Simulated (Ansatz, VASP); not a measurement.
One calculation of Si, two programs

```
Si
1.0
    -1.26272    1.26272    1.26272
     1.26272   -1.26272    1.26272
     1.26272    1.26272   -1.26272
Si
1
Direct
  0.00000 0.00000 0.00000
```

Change from the starting cell: volume scaled by 0.55, LAPW.

Alike in both runs: task single point; functional PBE; k mesh 17 × 17 × 17; occupations fermi-dirac, width 0.05 eV; no spin polarisation.

|  | VASP | Ansatz |
| --- | --- | --- |
| version | VASP 6.6.1 | Ansatz 0.2.0 |
| potentials or method | VASP PAW PBE potentials, release 64 (Si), cutoff 520 eV | all-electron LAPW, scalar-relativistic |

|  | VASP | Ansatz | Ansatz less VASP |
| --- | --- | --- | --- |
| pressure (GPa) | 193.3 | 194.1 | +0.78 |

Both programs put the cell under a high pressure, so it lies far from rest at this level. Ansatz ran all-electron here, and VASP with PAW potentials.

Noted on VASP's run: the cell as given lies far from equilibrium.
